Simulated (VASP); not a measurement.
# Si (Fd-3m) in VASP: further runs

Runs on Si. Level: LDA. Tasks: single point, relaxation of cell and atoms.

All numbers are computed with VASP 6.6.1; they aren't measurements. Logs are shortened: lines on timing, memory, paths and dates and some standing lists are left out, and cuts for length are marked.

## (1) The cell of the first run

It takes space group Fd-3m (No. 227, cubic). The conventional cell has a = 5.402 Å, b = 5.402 Å, c = 5.402 Å, α = 90.00°, β = 90.00°, γ = 90.00°. Within 3.1 Å of Si (site symmetry -43m) lie 4 Si at 2.34 Å.

## (2) Single point, LDA

The input, INCAR:

```
SYSTEM = Si
ALGO = Normal
EDIFF = 1E-6
ENCUT = 500
GGA_COMPAT = .FALSE.
ISIF = 2
ISMEAR = 0
LASPH = .TRUE.
LCHARG = .FALSE.
LREAL = .FALSE.
LWAVE = .FALSE.
NBANDS = 11
NELM = 120
PREC = Accurate
SIGMA = 0.02
```

The input, KPOINTS:

```
k-points
0
G
  12 12 12
  0 0 0
```

The input, POSCAR:

```
Si
1.0
    0.0000000000      2.7009713479      2.7009713479
    2.7009713479      0.0000000000      2.7009713479
    2.7009713479      2.7009713479      0.0000000000
Si
2
Direct
    0.0000000000      0.0000000000      0.0000000000
    0.2500000000      0.2500000000      0.2500000000
```

Potentials or basis: VASP PAW LDA potentials, release 64 (Si).

Run with:

```sh
$ cat potpaw_LDA.64/Si/POTCAR > POTCAR
$ mpirun -np 1 vasp_std > vasp.out
```

OUTCAR:

```text
SYSTEM = Si
   EDIFF = 1E-6
   ENCUT = 500
   ISIF = 2
   ISMEAR = 0
   LASPH = .TRUE.
   LREAL = .FALSE.
   NELM = 120
   PREC = Accurate

 ion  position               nearest neighbor table
   1  0.000  0.000  0.000-   2 2.34   2 2.34   2 2.34   2 2.34
   2  0.250  0.250  0.250-   1 2.34   1 2.34   1 2.34   1 2.34

  LATTYP: Found a face centered cubic cell.
 ALAT       =     5.4019426958

  Lattice vectors:

 A1 = (   0.0000000000,   2.7009713479,   2.7009713479)
 A2 = (   2.7009713479,   0.0000000000,   2.7009713479)
 A3 = (   2.7009713479,   2.7009713479,   0.0000000000)

Analysis of symmetry for initial positions (statically):
=====================================================================
 Subroutine PRICEL returns:
 Original cell was already a primitive cell.

 Routine SETGRP: Setting up the symmetry group for a
 face centered cubic supercell.

 Subroutine GETGRP returns: Found 48 space group operations
 (whereof 24 operations were pure point group operations)
 out of a pool of 48 trial point group operations.

The static configuration has the point symmetry T_d .
 The point group associated with its full space group is O_h .

Analysis of symmetry for dynamics (positions and initial velocities):
=====================================================================
 Subroutine PRICEL returns:
 Original cell was already a primitive cell.

 Routine SETGRP: Setting up the symmetry group for a
 face centered cubic supercell.

 Subroutine GETGRP returns: Found 48 space group operations
 (whereof 24 operations were pure point group operations)
 out of a pool of 48 trial point group operations.

The dynamic configuration has the point symmetry T_d .
 The point group associated with its full space group is O_h .

 Subroutine INISYM returns: Found 48 space group operations
 (whereof 24 operations are pure point group operations),
 and found     1 'primitive' translations

----------------------------------------------------------------------------------------

                                     Primitive cell

  volume of cell :      39.4085

  direct lattice vectors                    reciprocal lattice vectors
     0.000000000  2.700971348  2.700971348    -0.185118587  0.185118587  0.185118587
     2.700971348  0.000000000  2.700971348     0.185118587 -0.185118587  0.185118587
     2.700971348  2.700971348  0.000000000     0.185118587  0.185118587 -0.185118587

  length of vectors
     3.819750312  3.819750312  3.819750312     0.320634798  0.320634798  0.320634798

  position of ions in fractional coordinates (direct lattice)
     0.000000000  0.000000000  0.000000000
     0.250000000  0.250000000  0.250000000

  ion indices of the primitive-cell ions
   primitive index   ion index
                 1           1
                 2           2

----------------------------------------------------------------------------------------

 KPOINTS: k-points

Automatic generation of k-mesh.
 Grid dimensions read from file:
 generate k-points for:   12   12   12

 Generating k-lattice:

  Cartesian coordinates                     Fractional coordinates (reciprocal lattice)
    -0.015426549  0.015426549  0.015426549     0.083333333  0.000000000  0.000000000
     0.015426549 -0.015426549  0.015426549     0.000000000  0.083333333  0.000000000
     0.015426549  0.015426549 -0.015426549     0.000000000  0.000000000  0.083333333

  Length of vectors
     0.026719567  0.026719567  0.026719567

  Shift w.r.t. Gamma in fractional coordinates (k-lattice)
     0.000000000  0.000000000  0.000000000

 Subroutine IBZKPT returns following result:
 ===========================================

 Found     72 irreducible k-points:

 Following reciprocal coordinates:
            Coordinates               Weight
  0.000000  0.000000  0.000000      1.000000
  0.083333  0.000000  0.000000      8.000000
  0.166667  0.000000  0.000000      8.000000
  0.250000  0.000000  0.000000      8.000000
  0.333333  0.000000  0.000000      8.000000
  0.416667  0.000000  0.000000      8.000000
[... 16 lines left out ...]
  0.500000  0.166667  0.000000     24.000000
 -0.416667  0.166667  0.000000     24.000000
 [... further k-points ...]
   k-points           NKPTS =     72   k-points in BZ     NKDIM =     72   number of bands    NBANDS=     11
   number of dos      NEDOS =    301   number of ions     NIONS =      2
   total plane-waves  NPLWV =  21952
   dimension x,y,z NGX =    28 NGY =   28 NGZ =   28
   dimension x,y,z NGXF=    56 NGYF=   56 NGZF=   56
   ions per type =               2
   NGX,Y,Z   is equivalent  to a cutoff of  12.19, 12.19, 12.19 a.u.
   NGXF,Y,Z  is equivalent  to a cutoff of  24.37, 24.37, 24.37 a.u.
 SYSTEM =  Si
   PREC   = accura    normal or accurate (medium, high low for compatibility)
   ISTART =      0    job   : 0-new  1-cont  2-samecut
   ICHARG =      2    charge: 1-file 2-atom 10-const
   ISPIN  =      1    spin polarized calculation?
   LNONCOLLINEAR =      F non collinear calculations
   LSORBIT =      F    spin-orbit coupling
   LASPH  =      T    aspherical Exc in radial PAW
   ENCUT  =  500.0 eV  36.75 Ry    6.06 a.u.   6.96  6.96  6.96*2*pi/ulx,y,z
   NELM   =    120;   NELMIN=  2; NELMDL= -5     # of ELM steps
   EDIFF  = 0.1E-05   stopping-criterion for ELM
   LREAL  =      F    real-space projection
   EDIFFG = 0.1E-04   stopping-criterion for IOM
   NSW    =      0    number of steps for IOM
   IBRION =     -1    ionic relax: 0-MD 1-quasi-New 2-CG
   NFREE  =      0    steps in history (QN), initial steepest desc. (CG)
   ISIF   =      2    stress and relaxation
   ISYM   =      2    0-nonsym 1-usesym 2-fastsym
   POTIM  = 0.5000    time-step for ionic-motion
   TEBEG  =    0.0;   TEEND  =   0.0 temperature during run
   PSTRESS=    0.0 pullay stress
   NELECT =       8.0000    total number of electrons
   NUPDOWN=      -1.0000    fix difference up-down
   EMIN   =  10.00;   EMAX   =-10.00  energy-range for DOS
   EFERMI =   0.00;   METHOD = LEGACY
   ISMEAR =     0;   SIGMA  =   0.02  broadening in eV -4-tet -1-fermi 0-gaus
   EFERMI_NEDOS =   21; number of points for ismear=-14 and -15
   IALGO  =     38    algorithm
   IMIX   =      4    mixing-type and parameters
     AMIX     =   0.40;   BMIX     =  1.00
     AMIX_MAG =   1.60;   BMIX_MAG =  1.00
  volume/ion in A,a.u.               =      19.70       132.97
  Fermi-wavevector in a.u.,A,eV,Ry     =   0.962147  1.818195 12.595284  0.925727
  Thomas-Fermi vector in A             =   2.091581
   LORBIT       =      0    0 simple, 1 ext, 2 COOP (PROOUT), +10 PAW based schemes
   GGA     = CA    functional components
   LHFCALC =     F    Hartree Fock is set to
   AEXX    =    0.0000 exact exchange contribution
   IVDW    =     0    specifies the selected vdW correction
   LEPSILON=     F    determine dielectric tensor
   LRPA    =     F    only Hartree local field effects (RPA)
 non-spin polarized calculation
 Gauss-broadening in eV      SIGMA  =   0.02
  energy-cutoff  :      500.00
  volume of cell :       39.41
 maximum number of plane-waves:      1018
   NGX = 13   NGY = 13   NGZ = 13

 number of electron       8.0000001 magnetization

 Free energy of the ion-electron system (eV)
  ---------------------------------------------------
  ext. energy  EPLUGINS =         0.00000000
  ---------------------------------------------------
  free energy    TOTEN  =       -11.91970220 eV

  energy without entropy =      -11.91970220  energy(sigma->0) =      -11.91970220

 E-fermi :   6.0934     XC(G=0):  -9.6658

 val. band max:        5.9331991805   @ k =   0.0000   0.0000   0.0000
 cond. band min:       6.3752277059   @ k =   0.4167   0.4167   0.0000
 fundamental gap:      0.4420285253
 Fermi energy:         6.0934087637

 k-point     1 :       0.0000    0.0000    0.0000
  band No.  band energies     occupation
      1      -6.1334      2.00000
      2       5.9332      2.00000
      3       5.9332      2.00000
      4       5.9332      2.00000
      5       8.4642      0.00000
      6       8.4642      0.00000
      7       8.4642      0.00000
      8       9.3255      0.00000
      9      13.6693      0.00000
     10      13.6693      0.00000
     11      13.6788      0.00000

 k-point     2 :       0.0833    0.0000    0.0000
  band No.  band energies     occupation
      1      -6.0411      2.00000
      2       5.0643      2.00000
      3       5.7866      2.00000
      4       5.7866      2.00000
      5       8.5101      0.00000
      6       8.6792      0.00000
      7       8.6792      0.00000
      8       9.9809      0.00000
      9      13.3829      0.00000
     10      13.3829      0.00000
     11      14.0780      0.00000

 k-point     3 :       0.1667    0.0000    0.0000
  band No.  band energies     occupation
      1      -5.7670      2.00000
      2       3.5254      2.00000
      3       5.4758      2.00000
      4       5.4758      2.00000
      5       8.2467      0.00000
      6       9.1191      0.00000
      7       9.1191      0.00000
      8      11.3901      0.00000
      9      12.9965      0.00000
     10      12.9965      0.00000
     11      14.8476      0.00000

 k-point     4 :       0.2500    0.0000    0.0000
  band No.  band energies     occupation
      1      -5.3218      2.00000
      2       1.9614      2.00000
      3       5.1640      2.00000
      4       5.1640      2.00000
      5       7.9172      0.00000
      6       9.4091      0.00000
      7       9.4091      0.00000
      8      12.8284      0.00000
      9      13.1030      0.00000
     10      13.1030      0.00000
     11      14.7635      0.00000

 k-point     5 :       0.3333    0.0000    0.0000
  band No.  band energies     occupation
      1      -4.7346      2.00000
      2       0.5358      2.00000
      3       4.9225      2.00000
      4       4.9225      2.00000
      5       7.6474      0.00000
      6       9.3980      0.00000
      7       9.3980      0.00000
      8      13.6722      0.00000
      9      13.9025      0.00000
     10      13.9025      0.00000
     11      14.9676      0.00000
[... 211 lines left out ...]
 k-point    21 :       0.3333    0.1667    0.0000
  band No.  band energies     occupation
      1      -4.8149      2.00000
      2       1.4629      2.00000
      3       3.9038      2.00000
      4       4.1590      2.00000
      5       7.8168      0.00000
      6       9.9510      0.00000
      7      10.4085      0.00000
      8      10.9916      0.00000
      9      15.0144      0.00000
     10      15.0821      0.00000
     11      16.2317      0.00000

 k-point    22 :       0.4167    0.1667    0.0000
  band No.  band energies     occupation
      1      -4.1959      2.00000
      2       0.2076      2.00000
      3       3.4574      2.00000
      4       4.0759      2.00000
      5       7.8565      0.00000
      6      10.1634      0.00000
      7      10.8007      0.00000
      8      10.9222      0.00000
      9      15.7176      0.00000
     10      16.1365      0.00000
     11      16.7641      0.00000

 k-point    23 :       0.5000    0.1667    0.0000
  band No.  band energies     occupation
      1      -3.5975      2.00000
      2      -0.7467      2.00000
      3       3.1070      2.00000
      4       4.1323      2.00000
      5       7.8888      0.00000
      6      10.0078      0.00000
      7      10.5201      0.00000
      8      12.3087      0.00000
      9      15.2528      0.00000
     10      16.4134      0.00000
     11      17.6664      0.00000

 k-point    24 :      -0.4167    0.1667    0.0000
  band No.  band energies     occupation
      1      -3.4789      2.00000
      2      -0.9115      2.00000
      3       2.8879      2.00000
      4       4.3205      2.00000
      5       8.0416      0.00000
      6       9.9521      0.00000
      7      10.2904      0.00000
      8      13.8668      0.00000
      9      14.4242      0.00000
     10      14.7072      0.00000
     11      17.0302      0.00000

 [... further k-points ...]
[... 5 lines left out ...]
  --------------------------------------------------------------------------------------
  -------------------------------------------------------------------------------------
  Total        0.0115521      0.0115521      0.0115521     -0.0000000      0.0000000     -0.0000000
  in kB        0.4696593      0.4696593      0.4696593     -0.0000000      0.0000000     -0.0000000
  external PRESSURE =       0.4696593 kB  Pullay stress =       0.0000000 kB

 VOLUME and BASIS-vectors are now :
 -----------------------------------------------------------------------------
  energy-cutoff  :      500.00
  volume of cell :       39.41
      direct lattice vectors                 reciprocal lattice vectors
     0.000000000  2.700971348  2.700971348    -0.185118587  0.185118587  0.185118587
     2.700971348  0.000000000  2.700971348     0.185118587 -0.185118587  0.185118587
     2.700971348  2.700971348  0.000000000     0.185118587  0.185118587 -0.185118587

 POSITION                                       TOTAL-FORCE (eV/Angst)
 -----------------------------------------------------------------------------------
      0.00000      0.00000      0.00000        -0.000000     -0.000000     -0.000000
      1.35049      1.35049      1.35049         0.000000      0.000000      0.000000
 -----------------------------------------------------------------------------------
    total drift:                                0.000000      0.000000     -0.000000

  FREE ENERGIE OF THE ION-ELECTRON SYSTEM (eV)
  ---------------------------------------------------
  free  energy   TOTEN  =       -11.9197021984 eV

  energy  without entropy=      -11.9197021984  energy(sigma->0) =      -11.91970220
```

Run time: 22 s. Hardware: 1 thread of AMD EPYC 7R43 (Zen 3), shared host; peak memory 0.11 GiB.

Results:

- Free energy: -11.9197 eV
- Pressure: 0.0 GPa
- Band gap on the k mesh: 0.44 eV, indirect (least direct gap 2.53 eV)

A k mesh can miss the band edges.

## (3) Relaxation of cell and atoms, LDA

The input, INCAR:

```
ALGO = Normal ; EDIFF = 1E-7
EDIFFG = -0.002 ; ENCUT = 500
GGA_COMPAT = False ; IBRION = 2
ISIF = 3 ; ISMEAR = 0
LASPH = True ; LCHARG = False
LREAL = False ; LWAVE = False
NELM = 120 ; NELMIN = 4
NSW = 100 ; PREC = Accurate
SIGMA = 0.02
```

The input, KPOINTS:

```
k-points
0
Gamma
  12 12 12
```

POSCAR is that of step 2.

Potentials or basis: VASP PAW LDA potentials, release 64 (Si).

Run with:

```sh
$ cat potpaw_LDA.64/Si/POTCAR > POTCAR
$ mpirun -np 1 vasp_std > vasp.out
```

Run time: 29 s. Hardware: 1 thread of AMD EPYC 7R43 (Zen 3), shared host; peak memory 0.1 GiB.

The run converged. Its results:

```yaml
Free_energy: -11.9197 eV
Relaxed_volume: 19.71 Å³/atom
Relaxed_cell: a = 3.820 Å, b = 3.820 Å, c = 3.820 Å, α = 60.00°, β = 60.00°, γ = 60.00°
Space_group_after_relaxing_to_0.05_Å: Fd-3m (No. 227)
Energy_gained_by_relaxing: 0.0 meV/atom
Ionic_steps: 3
Pressure_after_relaxing: 0.0 GPa
Band_gap_on_the_k_mesh: 0.44 eV, indirect (least direct gap 2.53 eV)
```

Final structure:
```
Si
1.0
     0.00000    2.70140    2.70140
     2.70140    0.00000    2.70140
     2.70140    2.70140    0.00000
Si
2
Direct
  0.00000 0.00000 0.00000
  0.25000 0.25000 0.25000
```

Levels at points of the mesh, in eV from the valence-band top:
```tsv
k point	band 1	band 2	band 3	band 4	band 5	band 6	band 7	band 8
(0.00, 0.00, 0.00)	-12.06	0.00	0.00	0.00	2.53	2.53	2.53	3.39
(0.50, 0.00, 0.00)	-9.69	-7.06	-1.21	-1.21	1.48	3.29	3.29	7.54
(0.50, 0.50, 0.00)	-7.86	-7.86	-2.89	-2.89	0.58	0.58	10.11	10.11
```
